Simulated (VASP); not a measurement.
A run of VASP 6.6.1:

The input INCAR:

```
SYSTEM = Pd
PREC     = Accurate       ! precision mode
ENCUT    = 520            ! plane-wave cutoff, eV
EDIFF    = 1E-8           ! SCF threshold, eV
ISMEAR   = -1             ! smearing method
SIGMA    = 0.05           ! smearing width, eV
LREAL    = .False.        ! projectors in reciprocal space
LASPH    = .True.         ! aspherical terms in the spheres
NELM     = 60             ! most SCF steps
ALGO     = Normal         ! electronic algorithm
ISIF     = 2              ! what is computed and relaxed
LWAVE    = .False.        ! write WAVECAR
LCHARG   = .False.        ! write CHGCAR
GGA      = PE             ! functional
LEFG     = .True.       
NBANDS   = 11             ! bands
```

File KPOINTS:

```
Automatic mesh
0
Gamma
  18 18 18
  0 0 0
```

Contents of POSCAR:

```
Pd
1.0
   -0.0194490000      1.9351755000      1.9351755000
    1.9351755000     -0.0194490000      1.9351755000
    1.9351755000      1.9351755000     -0.0194490000
Pd
1
Direct
    0.0000000000      0.0000000000      0.0000000000
```

Potentials or basis: VASP PAW PBE potentials, release 64 (Pd).

Command:

```sh
$ cat potpaw_PBE.64/Pd/POTCAR > POTCAR
$ mpirun -np 1 vasp_std > vasp.out
```

Hardware: 1 thread of Intel Xeon 8259CL, on a shared host.

How long does it take, and how much memory?

It took 2.3 min on 1 thread of Intel Xeon 8259CL, with other jobs on the host, peak memory 0.21 GiB. Counts: scf iterations 14, k points 580.
